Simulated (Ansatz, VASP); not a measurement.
P: VASP beside Ansatz

The input INCAR:

```
SYSTEM = P
PREC = Accurate
ENCUT = 520
EDIFF = 1E-7
ISMEAR = -1
SIGMA = 0.08
LREAL = .FALSE.
LASPH = .TRUE.
NELM = 80
ALGO = Normal
ISIF = 2
LWAVE = .FALSE.
LCHARG = .TRUE.
GGA = PS
LELF = .TRUE.
LVHAR = .TRUE.
NBANDS = 12
```

The input KPOINTS:

```
Automatic mesh
0
G
  16 16 9
  0 0 0
```

Contents of POSCAR:

```
P
1.0
    3.1032742332      0.0000000000      0.0000000000
   -1.5516371166      2.6875143209      0.0000000000
    0.0000000000      0.0000000000      3.0756021703
P
2
Direct
    0.3333333333      0.6666666667      0.2500000000
    0.6666666667      0.3333333333      0.7500000000
```

Input for Ansatz:

```yaml
crystal:
  lattice:
    - [3.1032742332, 0.0, 0.0]
    - [-1.5516371166, 2.6875143209, 0.0]
    - [0.0, 0.0, 3.0756021703]
  atoms:
    - { symbol: P, position: [0.3333333333, 0.6666666667, 0.25] }
    - { symbol: P, position: [0.6666666667, 0.3333333333, 0.75] }
kpoints:
  mp_grid: { grid: [16, 16, 9] }
scf:
  occupations: { method: fermi_dirac, width: 0.08 }
hamiltonian:
  xc: pbesol
  pseudopotentials: { kind: all_electron, lapw: { basis_error: 0.001 } }
output:
  forces: true
  stress: true
  eigenvalues: true
  populations: true
```

Change from the starting cell: volume scaled by 0.88, LAPW.

Alike in both runs: task single point; functional PBEsol; k mesh 16 × 16 × 9; occupations fermi-dirac, width 0.08 eV; no spin polarisation.

```csv
,VASP,Ansatz
version,VASP 6.6.1,Ansatz 0.2.0
potentials or method,"VASP PAW PBE potentials, release 64 (P), cutoff 520 eV","all-electron LAPW, scalar-relativistic"
```

|  | VASP | Ansatz | Ansatz less VASP |
| --- | --- | --- | --- |
| pressure (GPa) | 16.5 | 16.5 | -0.03 |

VASP's potentials were made for PBE, not for PBEsol. Ansatz ran all-electron here, and VASP with PAW potentials.
